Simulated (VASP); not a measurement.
# BN (P6_3/mmc) in VASP: further runs, part 3 of 3

VASP 6.6.1. Earlier steps stand in the parts before.

### Step 5. Single point, PBE0

This run uses another cell than the first one, of 8.97 Å³/atom, 0.835 times its volume.

Input file POSCAR:

```
BN
1.0
    2.4982400000      0.0000000000      0.0000000000
   -1.2491200000      2.1635393048      0.0000000000
    0.0000000000      0.0000000000      6.6357000000
N B
2 2
Direct
    0.6666666667      0.3333333333      0.2500000000
    0.3333333333      0.6666666667      0.7500000000
    0.6666666667      0.3333333333      0.7500000000
    0.3333333333      0.6666666667      0.2500000000
```

Input file INCAR.step1:

```
SYSTEM = BN
PREC = Accurate ; ENCUT = 520
EDIFF = 1E-5 ; ISMEAR = -1
SIGMA = 0.05 ; LREAL = .FALSE.
LASPH = .TRUE. ; NELM = 100
ALGO = Normal ; ISIF = 2
LWAVE = .TRUE. ; LCHARG = .FALSE.
GGA = PE ; NBANDS = 16
```

Input file INCAR.step2:

```
SYSTEM = BN
PREC = Accurate ; ENCUT = 520
EDIFF = 1E-6 ; ISMEAR = -1
SIGMA = 0.05 ; LREAL = .FALSE.
LASPH = .TRUE. ; NELM = 100
ALGO = Normal ; ISIF = 2
LWAVE = .FALSE. ; LCHARG = .FALSE.
GGA = PE ; LHFCALC = .TRUE.
AEXX = 0.25 ; PRECFOCK = Normal
ISTART = 1 ; NBANDS = 16
```

Input file KPOINTS:

```
regular mesh
0
G
  6 6 2
  0 0 0
```

Run with:

```bash
$ cat potpaw_PBE.64/N/POTCAR potpaw_PBE.64/B/POTCAR > POTCAR
$ cp INCAR.step1 INCAR
$ mpirun -np 1 vasp_std > vasp.out
$ cp INCAR.step2 INCAR
$ mpirun -np 1 vasp_std > vasp.out
```

Wall time 3.1 min (1 thread of Intel Xeon Platinum 8488C (Sapphire Rapids), shared host); peak memory 0.15 GiB.

The run converged. Its results:

| Property | Result |
| --- | --- |
| Free energy | -42.7050 eV |
| Pressure | 0.1 GPa |
| Band gap on the k mesh | 6.37 eV, indirect (least direct gap 6.85 eV) |

Stress tensor (GPa, compression positive):
```
-0.83  0.00  0.00
 0.00 -0.83  0.00
 0.00  0.00  2.05
```

Levels at points of the mesh, in eV from the valence-band top:
```
           k point  band 6  band 7  band 8  band 9  band 10  band 11
(0.00, 0.00, 0.00)   -1.57   -1.53   -1.53    7.19    12.84    14.15
(0.50, 0.00, 0.00)   -4.57   -1.56   -0.49    6.37     7.90    11.91
(0.00, 0.00, 0.50)   -1.55   -1.55   -1.55    9.76     9.76    14.22
(0.50, 0.00, 0.50)   -4.61   -1.00   -1.00    6.86     6.86    12.36
```

Caveat: the k points lie up to 0.48 Å⁻¹ apart; the PAW data sets were made with another functional, which shifts forces and pressure a little; this functional lacks dispersion, which binds the layers, so the pressure and a relaxed spacing across them are unreliable. A k mesh can miss the band edges.

### Step 6. Single point, LDA

This run uses another cell than the first one, of 8.71 Å³/atom, 0.812 times its volume.

Input file INCAR:

```
SYSTEM = BN
PREC = Accurate
ENCUT = 520
EDIFF = 1E-6
ISMEAR = -1
SIGMA = 0.05
LREAL = .FALSE.
LASPH = .TRUE.
NELM = 100
ALGO = Normal
ISIF = 2
LWAVE = .FALSE.
LCHARG = .FALSE.
GGA = CA
NBANDS = 16
```

Input file KPOINTS:

```
Automatic mesh
0
G
  12 12 4
  0 0 0
```

Input file POSCAR:

```
BN
1.0
    2.4889454182      0.0000000000      0.0000000000
   -1.2444727091      2.1554899608      0.0000000000
    0.0000000000      0.0000000000      6.4953989732
N B
2 2
Direct
    0.6666666667      0.3333333333      0.2500000000
    0.3333333333      0.6666666667      0.7500000000
    0.6666666667      0.3333333333      0.7500000000
    0.3333333333      0.6666666667      0.2500000000
```

Potentials or basis: VASP PAW LDA potentials, release 64 (N, B).

Run with:

```bash
$ cat potpaw_LDA.64/N/POTCAR potpaw_LDA.64/B/POTCAR > POTCAR
$ mpirun -np 1 vasp_std > vasp.out
```

OUTCAR:

```text
SYSTEM = BN
   PREC = Accurate
   ENCUT = 520
   EDIFF = 1E-6
   ISMEAR = -1
   LREAL = .FALSE.
   LASPH = .TRUE.
   NELM = 100
   ISIF = 2
   GGA = CA

 ion  position               nearest neighbor table
   1  0.667  0.333  0.250-   4 1.44   4 1.44   4 1.44
   2  0.333  0.667  0.750-   3 1.44   3 1.44   3 1.44
   3  0.667  0.333  0.750-   2 1.44   2 1.44   2 1.44
   4  0.333  0.667  0.250-   1 1.44   1 1.44   1 1.44

  LATTYP: Found a hexagonal cell.
 ALAT       =     2.4889454182
 C/A-ratio  =     2.6096992428
[... 655 lines left out ...]
  Direction    XX          YY          ZZ          XY          YZ          ZX
  --------------------------------------------------------------------------------------
  -------------------------------------------------------------------------------------
  Total        0.1674195      0.1674195     -0.0449646      0.0000000      0.0000000     -0.0000000
  in kB        7.6974949      7.6974949     -2.0673512      0.0000000      0.0000000     -0.0000000
  external PRESSURE =       4.4425462 kB  Pullay stress =       0.0000000 kB

 VOLUME and BASIS-vectors are now :
 -----------------------------------------------------------------------------
  energy-cutoff  :      520.00
  volume of cell :       34.85
      direct lattice vectors                 reciprocal lattice vectors
     2.488945418  0.000000000  0.000000000     0.401776589  0.231965822  0.000000000
    -1.244472709  2.155489961  0.000000000     0.000000000  0.463931643  0.000000000
     0.000000000  0.000000000  6.495398973     0.000000000  0.000000000  0.153955131

 POSITION                                       TOTAL-FORCE (eV/Angst)
 -----------------------------------------------------------------------------------
      1.24447      0.71850      1.62385        -0.000000      0.000000      0.000000
     -0.00000      1.43699      4.87155         0.000000     -0.000000      0.000000
      1.24447      0.71850      4.87155        -0.000000     -0.000000      0.000000
     -0.00000      1.43699      1.62385        -0.000000     -0.000000      0.000000
 -----------------------------------------------------------------------------------
    total drift:                                0.000000     -0.000000      0.000000

  FREE ENERGIE OF THE ION-ELECTRON SYSTEM (eV)
  ---------------------------------------------------
  free  energy   TOTEN  =       -38.5804755183 eV

  energy  without entropy=      -38.5804755183  energy(sigma->0) =      -38.58047552
```

Wall time 16 s (1 thread of Intel Xeon Platinum 8488C (Sapphire Rapids), shared host); peak memory 0.14 GiB.

What came out:

* Free energy: -38.5805 eV
* Pressure: 0.4 GPa
* Band gap on the k mesh: 4.05 eV, indirect (least direct gap 4.47 eV)

Stress tensor (GPa, compression positive):
```
 0.77  0.00  0.00
 0.00  0.77  0.00
 0.00  0.00 -0.21
```

A k mesh can miss the band edges. A hybrid or GW would open this gap; LDA tends to underestimate it.

### Step 7. The runs side by side

```csv
level,potentials or basis,cell,k mesh,grid for exact exchange (PRECFOCK),share of exact exchange,screening parameter,gap on the mesh (eV),pressure (GPa)
PBE-based screened hybrid,"VASP PAW PBE potentials, release 64 (N, B)","a = 2.496, b = 2.496, c = 7.960 Å, angles 90.0, 90.0, 120.0°, 4 atoms",6 × 6 × 2,Normal,0.25,0.3 1/Å,5.34,0.2
PBE-based screened hybrid,"VASP PAW PBE potentials, release 64 (N, B)","a = 2.498, b = 2.498, c = 6.636 Å, angles 90.0, 90.0, 120.0°, 4 atoms",7 × 7 × 3,Normal,0.25,0.3 1/Å,5.60,0.4
PBEsol-based screened hybrid,"VASP PAW PBE potentials, release 64 (N, B)","a = 2.498, b = 2.498, c = 6.636 Å, angles 90.0, 90.0, 120.0°, 4 atoms",6 × 6 × 2,Normal,0.25,0.207 1/Å,5.50,-1.8
PBE0,"VASP PAW PBE potentials, release 64 (N, B)","a = 2.498, b = 2.498, c = 6.636 Å, angles 90.0, 90.0, 120.0°, 4 atoms",6 × 6 × 2,Normal,-,-,6.37,0.1
LDA,"VASP PAW LDA potentials, release 64 (N, B)","a = 2.489, b = 2.489, c = 6.495 Å, angles 90.0, 90.0, 120.0°, 4 atoms",12 × 12 × 4,-,-,-,4.05,0.4
```

Alike in all rows: task single point; no spin polarisation; cutoff (eV) 520; smearing fermi-dirac 0.05 eV.

Caveats: some runs use coarse meshes; the PAW data sets were made with another functional, which shifts forces and pressure a little (some runs); this functional lacks dispersion, which binds the layers, so the pressure and a relaxed spacing across them are unreliable (some runs).

Absolute energies hang on the potentials; compare differences alone.
